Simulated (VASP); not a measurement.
# Na2P3 (P-3m1) in VASP: a series of runs, part 2 of 2

VASP 6.6.1. The steps go on from the part before.

## 5. Single point, PBE

This run uses another cell than the first one, of 20.90 Å³/atom, 1.148 times its volume.

Input file INCAR:

```
PREC = Accurate
ENCUT = 520
EDIFF = 1E-7
ISMEAR = 0
SIGMA = 0.1
LREAL = F
LASPH = T
NELM = 80
ALGO = Normal
ISIF = 2
LWAVE = F
LCHARG = F
GGA = PE
NBANDS = 22
```

Input file KPOINTS:

```
Automatic mesh
0
Gamma
  12 12 4
```

Input file POSCAR:

```
Na2P3
1.0
    3.4341310525      0.0000000000      0.0000000000
   -1.7170655262      2.9740447314      0.0000000000
    0.0000000000      0.0000000000     10.2311861123
Na P
2 3
Direct
    0.3333333333      0.6666666667      0.1993253260
    0.6666666667      0.3333333333      0.8006746740
    0.0000000000      0.0000000000      0.0000000000
    0.3333333333      0.6666666667      0.5543413433
    0.6666666667      0.3333333333      0.4456586567
```

Potentials or basis: VASP PAW PBE potentials, release 64 (Na_pv, P).

Command:

```bash
$ cat potpaw_PBE.64/Na_pv/POTCAR potpaw_PBE.64/P/POTCAR > POTCAR
$ mpirun -np 1 vasp_std > vasp.out
```

OUTCAR:

```text
PREC = Accurate
   ENCUT = 520
   EDIFF = 1E-7
   ISMEAR = 0
   LREAL = F
   LASPH = T
   NELM = 80
   ISIF = 2
   GGA = PE

 ion  position               nearest neighbor table
   1  0.333  0.667  0.199-   3 2.84   3 2.84   3 2.84
   2  0.667  0.333  0.801-   3 2.84   3 2.84   3 2.84
   3  0.000  0.000  0.000-   1 2.84   2 2.84   1 2.84   2 2.84   2 2.84   1 2.84
   4  0.333  0.667  0.554-   5 2.27   5 2.27   5 2.27
   5  0.667  0.333  0.446-   4 2.27   4 2.27   4 2.27

  LATTYP: Found a hexagonal cell.
 ALAT       =     3.4341310525
 C/A-ratio  =     2.9792649016

  Lattice vectors:

 A1 = (   3.4341310525,   0.0000000000,   0.0000000000)
 A2 = (  -1.7170655262,   2.9740447314,   0.0000000000)
 A3 = (   0.0000000000,   0.0000000000,  10.2311861123)

Analysis of symmetry for initial positions (statically):
=====================================================================
 Subroutine PRICEL returns:
 Original cell was already a primitive cell.

 Routine SETGRP: Setting up the symmetry group for a
 hexagonal supercell.

 Subroutine GETGRP returns: Found 12 space group operations
 (whereof 12 operations were pure point group operations)
 out of a pool of 24 trial point group operations.

The static configuration has the point symmetry D_3d.

Analysis of symmetry for dynamics (positions and initial velocities):
=====================================================================
 Subroutine PRICEL returns:
 Original cell was already a primitive cell.

 Routine SETGRP: Setting up the symmetry group for a
 hexagonal supercell.

 Subroutine GETGRP returns: Found 12 space group operations
 (whereof 12 operations were pure point group operations)
 out of a pool of 24 trial point group operations.

The dynamic configuration has the point symmetry D_3d.

 Subroutine INISYM returns: Found 12 space group operations
 (whereof 12 operations are pure point group operations),
 and found     1 'primitive' translations

----------------------------------------------------------------------------------------

                                     Primitive cell

  volume of cell :     104.4938

  direct lattice vectors                    reciprocal lattice vectors
     3.434131053  0.000000000  0.000000000     0.291194478  0.168121210  0.000000000
    -1.717065526  2.974044731  0.000000000     0.000000000  0.336242421  0.000000000
     0.000000000  0.000000000 10.231186112     0.000000000  0.000000000  0.097740378

  length of vectors
     3.434131053  3.434131052 10.231186112     0.336242421  0.336242421  0.097740378

  position of ions in fractional coordinates (direct lattice)
     0.333333333  0.666666667  0.199325326
     0.666666667  0.333333333  0.800674674
     0.000000000  0.000000000  0.000000000
     0.333333333  0.666666667  0.554341343
     0.666666667  0.333333333  0.445658657

  ion indices of the primitive-cell ions
   primitive index   ion index
[... 23 lines left out ...]

  Shift w.r.t. Gamma in fractional coordinates (k-lattice)
     0.000000000  0.000000000  0.000000000

 Subroutine IBZKPT returns following result:
 ===========================================

 Found     69 irreducible k-points:

 Following reciprocal coordinates:
            Coordinates               Weight
  0.000000  0.000000  0.000000      1.000000
  0.083333  0.000000  0.000000      6.000000
  0.166667  0.000000  0.000000      6.000000
  0.250000  0.000000  0.000000      6.000000
  0.333333  0.000000  0.000000      6.000000
  0.416667  0.000000  0.000000      6.000000
[... 16 lines left out ...]
  0.166667  0.000000  0.250000      6.000000
  0.000000  0.166667  0.250000      6.000000
 [... further k-points ...]
   k-points           NKPTS =     69   k-points in BZ     NKDIM =     69   number of bands    NBANDS=     22
   number of dos      NEDOS =    301   number of ions     NIONS =      5
   total plane-waves  NPLWV =  62720
   dimension x,y,z NGX =    28 NGY =   28 NGZ =   80
   dimension x,y,z NGXF=    56 NGYF=   56 NGZF=  160
   ions per type =               2   3
   NGX,Y,Z   is equivalent  to a cutoff of  13.55, 13.55, 13.00 a.u.
   NGXF,Y,Z  is equivalent  to a cutoff of  27.11, 27.11, 26.00 a.u.
 SYSTEM =  unknown system
   PREC   = accura    normal or accurate (medium, high low for compatibility)
   ISTART =      0    job   : 0-new  1-cont  2-samecut
   ICHARG =      2    charge: 1-file 2-atom 10-const
   ISPIN  =      1    spin polarized calculation?
   LNONCOLLINEAR =      F non collinear calculations
   LSORBIT =      F    spin-orbit coupling
   LASPH  =      T    aspherical Exc in radial PAW
   ENCUT  =  520.0 eV  38.22 Ry    6.18 a.u.   6.39  6.39 19.02*2*pi/ulx,y,z
   NELM   =     80;   NELMIN=  2; NELMDL= -5     # of ELM steps
   EDIFF  = 0.1E-06   stopping-criterion for ELM
   LREAL  =      F    real-space projection
   EDIFFG = 0.1E-05   stopping-criterion for IOM
   NSW    =      0    number of steps for IOM
   IBRION =     -1    ionic relax: 0-MD 1-quasi-New 2-CG
   NFREE  =      0    steps in history (QN), initial steepest desc. (CG)
   ISIF   =      2    stress and relaxation
   ISYM   =      2    0-nonsym 1-usesym 2-fastsym
   POTIM  = 0.5000    time-step for ionic-motion
   TEBEG  =    0.0;   TEEND  =   0.0 temperature during run
   PSTRESS=    0.0 pullay stress
   NELECT =      29.0000    total number of electrons
   NUPDOWN=      -1.0000    fix difference up-down
   EMIN   =  10.00;   EMAX   =-10.00  energy-range for DOS
   EFERMI =   0.00;   METHOD = LEGACY
   ISMEAR =     0;   SIGMA  =   0.10  broadening in eV -4-tet -1-fermi 0-gaus
   EFERMI_NEDOS =   21; number of points for ismear=-14 and -15
   IALGO  =     38    algorithm
   IMIX   =      4    mixing-type and parameters
     AMIX     =   0.40;   BMIX     =  1.00
     AMIX_MAG =   1.60;   BMIX_MAG =  1.00
  volume/ion in A,a.u.               =      20.90       141.03
  Fermi-wavevector in a.u.,A,eV,Ry     =   1.067851  2.017946 15.514806  1.140306
  Thomas-Fermi vector in A             =   2.203481
   LORBIT       =      0    0 simple, 1 ext, 2 COOP (PROOUT), +10 PAW based schemes
   GGA     = PE    functional components
   LHFCALC =     F    Hartree Fock is set to
   AEXX    =    0.0000 exact exchange contribution
   IVDW    =     0    specifies the selected vdW correction
   LEPSILON=     F    determine dielectric tensor
   LRPA    =     F    only Hartree local field effects (RPA)
 non-spin polarized calculation
 Gauss-broadening in eV      SIGMA  =   0.10
  energy-cutoff  :      520.00
  volume of cell :      104.49
 maximum number of plane-waves:      2846
 NGX is ok and might be reduce to    28
   NGX = 13   NGY = 13   NGZ = 39

 number of electron      29.0000002 magnetization

 Free energy of the ion-electron system (eV)
  ---------------------------------------------------
  ext. energy  EPLUGINS =         0.00000000
  ---------------------------------------------------
  free energy    TOTEN  =       -18.89369842 eV

  energy without entropy =      -18.87954955  energy(sigma->0) =      -18.88662398

 E-fermi :   4.2721     XC(G=0):  -8.9047

 val. band max:        4.2664818810   @ k =  -0.0833   0.5000   0.2500
 cond. band min:       4.2726350387   @ k =   0.2500   0.0833   0.2500
 fundamental gap:      0.0061531577
 Fermi energy:         4.2720731562

 k-point     1 :       0.0000    0.0000    0.0000
  band No.  band energies     occupation
      1     -19.9264      2.00000
      2     -19.9199      2.00000
      3     -19.9070      2.00000
      4     -19.9070      2.00000
      5     -19.9069      2.00000
      6     -19.9069      2.00000
[... 589 lines left out ...]
     21       9.8141      0.00000
     22      10.9882      0.00000

 [... further k-points ...]

------------------------ aborting loop because EDIFF is reached ----------------------------------------

  FORCE on cell =-STRESS in cart. coord.  units (eV):
  Direction    XX          YY          ZZ          XY          YZ          ZX
  --------------------------------------------------------------------------------------
  -------------------------------------------------------------------------------------
  Total       -0.0627233     -0.0627233     -0.0292944     -0.0000000      0.0000000      0.0000000
  in kB       -0.9617215     -0.9617215     -0.4491641     -0.0000000      0.0000000      0.0000000
  external PRESSURE =      -0.7908691 kB  Pullay stress =       0.0000000 kB

 VOLUME and BASIS-vectors are now :
 -----------------------------------------------------------------------------
  energy-cutoff  :      520.00
  volume of cell :      104.49
      direct lattice vectors                 reciprocal lattice vectors
     3.434131053  0.000000000  0.000000000     0.291194478  0.168121210  0.000000000
    -1.717065526  2.974044731  0.000000000     0.000000000  0.336242421  0.000000000
     0.000000000  0.000000000 10.231186112     0.000000000  0.000000000  0.097740378

 POSITION                                       TOTAL-FORCE (eV/Angst)
 -----------------------------------------------------------------------------------
     -0.00000      1.98270      2.03933        -0.000000     -0.000000      0.002036
      1.71707      0.99135      8.19185         0.000000      0.000000     -0.002036
      0.00000      0.00000      0.00000         0.000000      0.000000      0.000000
     -0.00000      1.98270      5.67157        -0.000000      0.000000     -0.031470
      1.71707      0.99135      4.55962         0.000000     -0.000000      0.031470
 -----------------------------------------------------------------------------------
    total drift:                                0.000000     -0.000000      0.000000

  FREE ENERGIE OF THE ION-ELECTRON SYSTEM (eV)
  ---------------------------------------------------
  free  energy   TOTEN  =       -18.8936984156 eV

  energy  without entropy=      -18.8795495516  energy(sigma->0) =      -18.88662398
```

stdout:

```text
POSCAR found type information on POSCAR NaP
 POSCAR found :  2 types and       5 ions
 scaLAPACK will be used
 LDA part: xc-table for (Slater+PW92), standard interpolation
 POSCAR, INCAR and KPOINTS ok, starting setup
 FFT: planning ... GRIDC
 FFT: planning ... GRID_SOFT
 FFT: planning ... GRID
 WAVECAR not read
 entering main loop
```

Wall time 1.7 min (1 thread of AMD EPYC 9R45 (Zen 5), shared host); peak memory 0.27 GiB.

What came out:

```yaml
Free_energy: -18.8937 eV
Pressure: -0.1 GPa
Largest_force: 0.031 eV/Å
```

Forces on the atoms (eV/Å):
```
Na   0.000  0.000  0.002
Na   0.000  0.000 -0.002
P    0.000  0.000  0.000
P    0.000  0.000 -0.031
P    0.000  0.000  0.031
```

## 6. Relaxation of cell and atoms, PBE

Input file INCAR:

```
SYSTEM = Na2P3
PREC = Accurate
ENCUT = 600
EDIFF = 1E-7
ISMEAR = 0
SIGMA = 0.1
LREAL = .False.
LASPH = .True.
NELM = 100
ALGO = Normal
ISIF = 3
LWAVE = .False.
LCHARG = .False.
GGA = PE
IBRION = 2
NSW = 90
EDIFFG = -0.04
```

Input file KPOINTS:

```
Automatic mesh
0
Gamma
  6 6 4
  0 0 0
```

Input file POSCAR:

```
Na2P3
1.0
    4.0732162455      0.0000000000      0.0000000000
   -2.0366081228      3.5275087437      0.0000000000
    0.0000000000      0.0000000000      6.3372628388
Na P
2 3
Direct
    0.3333333333      0.6666666667      0.2450000000
    0.6666666667      0.3333333333      0.7550000000
    0.0000000000      0.0000000000      0.0000000000
    0.3333333333      0.6666666667      0.6450000000
    0.6666666667      0.3333333333      0.3550000000
```

Potentials or basis: VASP PAW PBE potentials, release 64 (Na_pv, P).

Command:

```bash
$ cat potpaw_PBE.64/Na_pv/POTCAR potpaw_PBE.64/P/POTCAR > POTCAR
$ mpirun -np 1 vasp_std > vasp.out
```

It took 19 min on 1 thread of AMD EPYC 9R45 (Zen 5), shared host; peak memory 0.24 GiB.

Results (log left out):

```yaml
Free_energy: -18.9473 eV
Relaxed_volume: 20.65 Å³/atom
Relaxed_cell: a = 3.449 Å, b = 3.449 Å, c = 10.025 Å, α = 90.00°, β = 90.00°, γ = 120.00°
Space_group_after_relaxing_to_0.05_Å: P-3m1 (No. 164)
Energy_gained_by_relaxing: 833.5 meV/atom
Ionic_steps: 52
Pressure_after_relaxing: -0.1 GPa
Largest_force_after_relaxing: 0.028 eV/Å
```

Forces in eV/Å, atoms in the order of the input:
```
Na   0.000  0.000 -0.028
Na   0.000  0.000  0.028
P    0.000  0.000  0.000
P    0.000  0.000  0.003
P    0.000  0.000 -0.003
```

Stress tensor (GPa, compression positive):
```
-0.27  0.00  0.00
 0.00 -0.27  0.00
 0.00  0.00  0.30
```

Step by step:
```csv
step,energy change (eV),largest force (eV/Å),pressure (GPa),volume (Å³)
1,0.0000,1.9869,9.23,91.06
3,-0.9862,1.0758,-3.16,114.21
5,-1.2093,1.0307,-2.11,108.32
7,-0.2967,2.1606,17.08,79.18
9,-1.4688,0.1667,6.45,87.50
11,-1.6919,0.5649,0.16,97.72
13,-1.7312,0.3210,-0.29,99.00
15,-1.7722,0.0759,-0.66,100.91
17,-1.8001,0.1580,0.94,99.00
19,-1.9079,0.6718,1.12,103.39
21,-2.0040,1.5623,3.14,108.50
23,-2.0687,1.6792,3.13,111.73
25,-2.1511,1.7050,4.55,122.78
27,-2.3227,0.7545,1.53,141.37
29,-2.3554,0.9980,2.33,136.53
31,-2.5427,0.9096,0.29,138.12
33,-2.5679,0.8542,-1.05,139.06
35,-2.8689,0.8147,-1.71,133.78
37,-2.8859,3.0179,-3.93,112.37
39,-3.4755,0.9980,-2.94,117.30
41,-3.4898,2.0737,6.46,87.54
43,-3.9362,1.0271,1.15,100.14
45,-4.0433,0.2764,3.53,97.08
47,-4.1524,0.2972,0.45,103.14
49,-4.1607,0.1287,0.00,103.42
51,-4.1629,0.1031,-0.11,103.47
52,-4.1673,0.0276,-0.08,103.27
```

Final structure:
```cif
data_structure
_symmetry_space_group_name_H-M 'P 1'
_symmetry_Int_Tables_number 1
_cell_length_a 3.4489
_cell_length_b 3.4489
_cell_length_c 10.0250
_cell_angle_alpha 90.000
_cell_angle_beta 90.000
_cell_angle_gamma 120.000
_cell_volume 103.27
loop_
_atom_site_label
_atom_site_type_symbol
_atom_site_fract_x
_atom_site_fract_y
_atom_site_fract_z
_atom_site_occupancy
Na1 Na 0.33333 0.66667 0.20029 1
Na2 Na 0.66667 0.33333 0.79971 1
P1 P 0.00000 0.00000 0.00000 1
P2 P 0.33333 0.66667 0.55415 1
P3 P 0.66667 0.33333 0.44585 1
```

Levels at points of the mesh, in eV from the Fermi level:
```tsv
k point	band 12	band 13	band 14	band 15	band 16	band 17	band 18
(0.00, 0.00, 0.00)	-3.00	-2.86	0.06	1.14	1.14	2.24	2.24
(0.50, 0.00, 0.00)	-3.77	-3.17	-0.97	-0.74	0.93	1.06	2.76
(0.00, 0.00, 0.50)	-3.14	-1.75	-0.04	1.14	1.14	2.24	2.24
(0.50, 0.00, 0.50)	-3.74	-3.15	-1.16	-0.58	0.82	0.93	2.77
```

## 7. Relaxation of cell and atoms, PBE

This run uses another cell than the first one, of 20.55 Å³/atom, 1.128 times its volume.

Input file INCAR:

```
SYSTEM = Na2P3
  ALGO = Normal
  EDIFF = 1E-6
  EDIFFG = -0.01
  ENCUT = 600
  GGA = PE
  IBRION = 2
  ISIF = 3
  ISMEAR = 0
  LASPH = .True.
  LCHARG = .False.
  LREAL = .False.
  LWAVE = .False.
  NELM = 100
  NSW = 100
  PREC = Accurate
  SIGMA = 0.1
```

Input file KPOINTS:

```
k-points
0
Gamma
  12 12 4
  0 0 0
```

Input file POSCAR:

```
Na2P3
1.0
    3.4086037665      0.0000000000      0.0000000000
   -1.7043018832      2.9519374532      0.0000000000
    0.0000000000      0.0000000000     10.2115425885
Na P
2 3
Direct
    0.3333333333      0.6666666667      0.1972424062
    0.6666666667      0.3333333333      0.8027575938
    0.0000000000      0.0000000000      0.0000000000
    0.3333333333      0.6666666667      0.5553031078
    0.6666666667      0.3333333333      0.4446968922
```

Command:

```bash
$ cat potpaw_PBE.64/Na_pv/POTCAR potpaw_PBE.64/P/POTCAR > POTCAR
$ mpirun -np 1 vasp_std > vasp.out
```

It took 7.6 min on 1 thread of AMD EPYC 9R45 (Zen 5), shared host; peak memory 0.3 GiB.

The run converged. Its results:

```
Free energy                            : -18.8938 eV
Relaxed volume                         : 20.90 Å³/atom
Relaxed cell                           : a = 3.434 Å, b = 3.434 Å, c = 10.231 Å, α = 90.00°, β = 90.00°, γ = 120.00°
Space group after relaxing (to 0.05 Å) : P-3m1 (No. 164)
Energy gained by relaxing              : 1.1 meV/atom
Ionic steps                            : 11
Pressure after relaxing                : 0.0 GPa
Largest force after relaxing           : 0.007 eV/Å
```

Forces on the atoms (eV/Å):
```
Na   0.000  0.000  0.007
Na   0.000  0.000 -0.007
P    0.000  0.000  0.000
P    0.000  0.000  0.003
P    0.000  0.000 -0.003
```

The path:
```csv
step,energy change (eV),largest force (eV/Å),pressure (GPa),volume (Å³)
1,0.0000,0.0915,0.64,102.75
2,-0.0034,0.1002,0.01,103.98
3,-0.0034,0.1092,0.00,104.11
4,-0.0035,0.1277,-0.13,104.38
5,-0.0035,0.1191,-0.04,104.25
6,-0.0047,0.0555,-0.04,104.48
7,-0.0051,0.0199,-0.03,104.72
8,-0.0051,0.0215,-0.02,104.69
9,-0.0053,0.0188,-0.02,104.66
10,-0.0055,0.0116,-0.02,104.57
11,-0.0055,0.0071,0.01,104.49
```

Final structure:
```
Na P
1.0
     3.43409    0.00000    0.00000
    -1.71705    2.97401    0.00000
     0.00000    0.00000   10.23147
Na P
2 3
Direct
  0.33333 0.66667 0.19915
  0.66667 0.33333 0.80085
  0.00000 0.00000 0.00000
  0.33333 0.66667 0.55412
  0.66667 0.33333 0.44588
```

Levels at points of the mesh, in eV from the Fermi level:
```
           k point  band 11  band 12  band 13  band 14  band 15  band 16  band 17  band 18
(0.00, 0.00, 0.00)    -3.03    -2.97    -2.97     0.26     1.26     1.26     2.19     2.19
(0.50, 0.00, 0.00)    -4.80    -3.75    -3.31    -1.08    -0.62     0.86     0.97     2.71
(0.00, 0.00, 0.50)    -2.97    -2.97    -1.94     0.12     1.26     1.26     1.40     2.19
(0.50, 0.00, 0.50)    -4.80    -3.72    -3.30    -1.22    -0.51     0.76     0.86     2.81
```

## 8. The runs side by side

```csv
task,cell,k mesh,cutoff (eV),gap on the mesh (eV),pressure (GPa),relaxed volume (Å³/atom),largest force (eV/Å)
single point,"a = 4.073, b = 4.073, c = 6.337 Å, angles 90.0, 90.0, 120.0°, 5 atoms",6 × 6 × 4,520,none,9.2,-,1.99
single point,"a = 3.409, b = 3.409, c = 10.212 Å, angles 90.0, 90.0, 120.0°, 5 atoms",6 × 6 × 4,520,none,0.0,-,0.08
single point,"a = 3.434, b = 3.434, c = 10.231 Å, angles 90.0, 90.0, 120.0°, 5 atoms",12 × 12 × 4,520,none,-0.1,-,0.03
relaxation of cell and atoms,"relaxed from a = 4.073, b = 4.073, c = 6.337 Å, angles 90.0, 90.0, 120.0°, 5 atoms",6 × 6 × 4,600,none,-0.1,20.65,0.03
relaxation of cell and atoms,"relaxed from a = 3.409, b = 3.409, c = 10.212 Å, angles 90.0, 90.0, 120.0°, 5 atoms",12 × 12 × 4,600,none,0.0,20.90,0.01
```

Alike in all rows: level PBE; potentials or basis VASP PAW PBE potentials, release 64 (Na_pv, P); no spin polarisation; smearing gaussian 0.1 eV.

Caveats: forces of over 1 eV/Å act on the atoms, so gaps and moduli don't describe the material at rest (some runs).

Absolute energies hang on the potentials; compare differences alone.
